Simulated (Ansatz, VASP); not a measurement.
**One calculation of ZnS, two programs**

```xyz
4
Lattice="3.8446 0.0000 0.0000 -1.9223 3.3295 0.0000 0.0000 0.0000 6.3073" Properties=species:S:1:pos:R:3 pbc="T T T"
Zn    0.0000    2.2197    0.0022
Zn    1.9223    1.1098    3.1558
S     0.0000    2.2197    2.3630
S     1.9223    1.1098    5.5167
```

Change from the starting cell: equal strain along all axes, cell held, atoms relaxed: +1.0 %.

Alike in both runs: functional r2SCAN; k mesh 6 × 6 × 4; occupations gaussian, width 0.02 eV; no spin polarisation.

Ansatz relaxed the structure, and its values are those at the end. VASP's run is a single point on that final structure, the one shown.

|  | VASP | Ansatz |
| --- | --- | --- |
| version | VASP 6.6.1 | Ansatz 0.2.0 |
| potentials or method | VASP PAW PBE potentials, release 64 (Zn, S), cutoff 520 eV | scalar-relativistic, plane waves, PAW |
| valence electrons in the cell | 36 | 36 |

VASP gave:

| Quantity | Value |
| --- | --- |
| gap on the k mesh at the Fermi level (eV) | 2.64 |
| least direct gap on the mesh (eV) | 2.64 |
| pressure (GPa) | -2.2 |
| rms of the force components (eV/Å) | 0.009 |

Which values does Ansatz return?

gap on the k mesh at the Fermi level (eV): 2.64; least direct gap on the mesh (eV): 2.64; pressure (GPa): -2.2; rms of the force components (eV/Å): 0.002.

VASP's potentials were made for PBE, not for r2SCAN. With one functional, cell and mesh, what is left measures potentials, basis and numerics. Ansatz's warnings: stress scf threshold loose.
